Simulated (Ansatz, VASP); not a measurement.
**Two plane-wave programs on ZnO**

INCAR

```
  ALGO = Normal
  EDIFF = 1E-6
  ENCUT = 520
  GGA = PE
  ISIF = 2
  ISMEAR = 0
  LASPH = True
  LCHARG = True
  LELF = True
  LREAL = False
  LVHAR = True
  LWAVE = False
  NBANDS = 26
  NELM = 100
  PREC = Accurate
  SIGMA = 0.05
```

KPOINTS

```
k-points
0
Gamma
  12 12 6
```

POSCAR

```
ZnO
1.0
    3.4106543340      0.0000000000      0.0000000000
   -1.7053271670      2.9537132968      0.0000000000
    0.0000000000      0.0000000000      4.8696800256
Zn O
2 2
Direct
    0.3333333333      0.6666666667      0.0015026881
    0.6666666667      0.3333333333      0.5015026881
    0.3333333333      0.6666666667      0.3805973119
    0.6666666667      0.3333333333      0.8805973119
```

Input for Ansatz:

```yaml
crystal:
  lattice:
    - [3.410654334, 0.0, 0.0]
    - [-1.705327167, 2.9537132968, 0.0]
    - [0.0, 0.0, 4.8696800256]
  atoms:
    - { symbol: Zn, position: [0.3333333333, 0.6666666667, 0.0015026881] }
    - { symbol: Zn, position: [0.6666666667, 0.3333333333, 0.5015026881] }
    - { symbol: O, position: [0.3333333333, 0.6666666667, 0.3805973119] }
    - { symbol: O, position: [0.6666666667, 0.3333333333, 0.8805973119] }
basis:
  ecutwfc: 420
kpoints:
  mp_grid: { grid: [12, 12, 6] }
hamiltonian:
  xc: pbe
scf:
  occupations: { method: gaussian, width: 0.05 }
output:
  forces: true
  stress: true
  eigenvalues: true
```

Change from the starting cell: strain +0.040 along x and y, -0.080 along z, atoms carried along.

Alike in both runs: task single point; functional PBE; k mesh 12 × 12 × 6; occupations gaussian, width 0.05 eV; no spin polarisation.

|  | VASP | Ansatz |
| --- | --- | --- |
| version | VASP 6.6.1 | Ansatz 0.2.0 |
| potentials or method | VASP PAW PBE potentials, release 64 (Zn, O), cutoff 520 eV | scalar-relativistic, plane waves, PAW |
| valence electrons in the cell | 36 | 36 |

VASP gave:

```
gap on the k mesh at the Fermi level (eV)                     : 0.74
least direct gap on the mesh (eV)                             : 0.74
pressure (GPa)                                                : 4.7
traceless stress, the component that is largest in VASP (GPa) : 19.83
rms of the force components (eV/Å)                            : 0.910
```

**Question.** Estimate Ansatz's values.

**Answer.** gap on the k mesh at the Fermi level (eV): 0.76; least direct gap on the mesh (eV): 0.76; pressure (GPa): 3.7; traceless stress, the component that is largest in VASP (GPa): 19.06; rms of the force components (eV/Å): 0.857.

Atom by atom the forces differ by 0.053 eV/Å (rms over components). The functional is the same, so the differences come from potentials, cutoffs and numerics.
